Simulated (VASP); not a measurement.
Input of a VASP 6.6.1 run:

The input INCAR:

```
SYSTEM = Sb
PREC = Accurate ; ENCUT = 520
EDIFF = 1E-6 ; ISMEAR = -1
SIGMA = 0.05 ; LREAL = .False.
LASPH = .True. ; NELM = 100
ALGO = Normal ; ISIF = 2
LWAVE = .False. ; LCHARG = .True.
GGA = PS ; LELF = .True.
LVHAR = .True. ; NBANDS = 8
```

Contents of KPOINTS:

```
Automatic mesh
0
Gamma
  12 12 12
  0 0 0
```

Contents of POSCAR:

```
Sb
1.0
    0.0000000000      2.3202653455      2.3202653455
    2.3202653455      0.0000000000      2.3202653455
    2.3202653455      2.3202653455      0.0000000000
Sb
1
Direct
    0.0000000000      0.0000000000      0.0000000000
```

Potentials or basis: VASP PAW PBE potentials, release 64 (Sb).

The run is started by

```bash
$ cat potpaw_PBE.64/Sb/POTCAR > POTCAR
$ mpirun -np 1 vasp_std > vasp.out
```

(1) What does it give for the pressure?

Answers

(1) 3.5 GPa.

Caveat: the PAW data sets were made with another functional, which shifts forces and pressure a little.
